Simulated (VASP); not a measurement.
SrW3:

```xyz
4
Lattice="4.3395 0.0000 0.0000 0.0000 4.3395 0.0000 0.0000 0.0000 4.3911" Properties=species:S:1:pos:R:3 pbc="T T T"
Sr    0.0000    0.0000    0.0000
W     2.1698    2.1698    0.0000
W     0.0000    2.1698    2.1956
W     2.1698    0.0000    2.1956
```

| Item | Value |
| --- | --- |
| Program | VASP 6.6.1 |
| Task | relaxation of cell and atoms |
| Functional | PBE |
| Potentials or basis | VASP PAW PBE potentials, release 64 (Sr_sv, W_sv) |
| Cutoff | 600 eV |
| k mesh | 4 × 4 × 4 |
| Occupations | gaussian, width 0.1 eV |
| Spin | no spin polarisation |

At the start: pressure -6.7 GPa; volume 20.67 Å³/atom.

Task: How do energy, volume and symmetry change on relaxing?

Result: Over 3 steps the energy falls by 23.2 meV/atom and the volume is 19.64 Å³/atom (-5.0 %); space group P4/mmm (No. 123, to 0.05 Å).

The path:
```
step  energy change (eV)  largest force (eV/Å)  pressure (GPa)  volume (Å³)
   1              0.0000                0.0000           -6.69        82.69
   2              0.1201                0.0000           12.75        72.79
   3             -0.0928                0.0000           -0.17        78.57
```

Final structure:
```yaml
crystal:
  lattice:
    - [4.26557, 0.00000, 0.00000]
    - [0.00000, 4.26557, 0.00000]
    - [0.00000, 0.00000, 4.31821]
  atoms:
    - { symbol: Sr, position: [0.00000, 0.00000, 0.00000] }
    - { symbol: W, position: [0.50000, 0.50000, 0.00000] }
    - { symbol: W, position: [0.00000, 0.50000, 0.50000] }
    - { symbol: W, position: [0.50000, 0.00000, 0.50000] }
```

Caveat: the k points lie up to 0.37 Å⁻¹ apart in the final cell.
